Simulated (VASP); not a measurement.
Wanted: the native input for a VASP 6.6.1 run.

| Quantity | Value |
| --- | --- |
| Task | relaxation of cell and atoms |
| Functional | r2SCAN |
| Potentials or basis | VASP PAW PBE potentials, release 64 (Sc_sv, Pd) |
| Cutoff | 600 eV |
| k mesh | 12 × 12 × 12 |
| Occupations | gaussian, width 0.1 eV |
| Spin | no spin polarisation |
| Dipole correction | no |
| Further INCAR settings | ALGO = Normal; EDIFF = 1e-07; IBRION = 2; EDIFFG = -0.005; NSW = 100; ISIF = 3 |

The system is ScPd.

```xyz
2
Lattice="3.2830 0.0000 0.0000 0.0000 3.2830 0.0000 0.0000 0.0000 3.2830" Properties=species:S:1:pos:R:3 pbc="T T T"
Sc    1.6415    1.6415    1.6415
Pd    0.0000    0.0000    0.0000
```

These files were run (other wordings do the same):

POSCAR

```
ScPd
1.0
    3.2830000000      0.0000000000      0.0000000000
    0.0000000000      3.2830000000      0.0000000000
    0.0000000000      0.0000000000      3.2830000000
Sc Pd
1 1
Direct
    0.5000000000      0.5000000000      0.5000000000
    0.0000000000      0.0000000000      0.0000000000
```

INCAR.step1

```
  ALGO = Normal
  EDIFF = 1E-4
  ENCUT = 600
  GGA = PE
  ISMEAR = 0
  LASPH = True
  LCHARG = False
  LREAL = False
  LWAVE = True
  NELM = 100
  PREC = Accurate
  SIGMA = 0.1
```

INCAR.step2

```
  ALGO = Normal
  EDIFF = 1E-7
  EDIFFG = -0.005
  ENCUT = 600
  IBRION = 2
  ISIF = 3
  ISMEAR = 0
  ISTART = 1
  LASPH = True
  LCHARG = False
  LMIXTAU = True
  LREAL = False
  LWAVE = False
  METAGGA = R2SCAN
  NELM = 100
  NSW = 100
  PREC = Accurate
  SIGMA = 0.1
```

KPOINTS

```
k-points
0
Gamma
  12 12 12
```

Potentials or basis: VASP PAW PBE potentials, release 64 (Sc_sv, Pd).

The run is started by

```sh
$ cat potpaw_PBE.64/Sc_sv/POTCAR potpaw_PBE.64/Pd/POTCAR > POTCAR
$ cp INCAR.step1 INCAR
$ mpirun -np 1 vasp_std > vasp.out
$ cp INCAR.step2 INCAR
$ mpirun -np 1 vasp_std > vasp.out
```

It gave:

```json
{
 "Relaxed volume": "17.97 Å³/atom",
 "Relaxed cell": "a = 3.300 Å, b = 3.300 Å, c = 3.300 Å, α = 90.00°, β = 90.00°, γ = 90.00°",
 "Space group after relaxing (to 0.05 Å)": "Pm-3m (No. 221)",
 "Energy gained by relaxing": "1.7 meV/atom",
 "Ionic steps": "3",
 "Pressure after relaxing": "0.0 GPa"
}
```

Caveat: the PAW data sets were made with another functional, which shifts forces and pressure a little.

Wall time 13 min on 1 thread of Intel(R) Xeon(R) Platinum 8375C CPU @ 2.90GHz (Ice Lake), with other jobs on the host, peak memory 0.21 GiB.
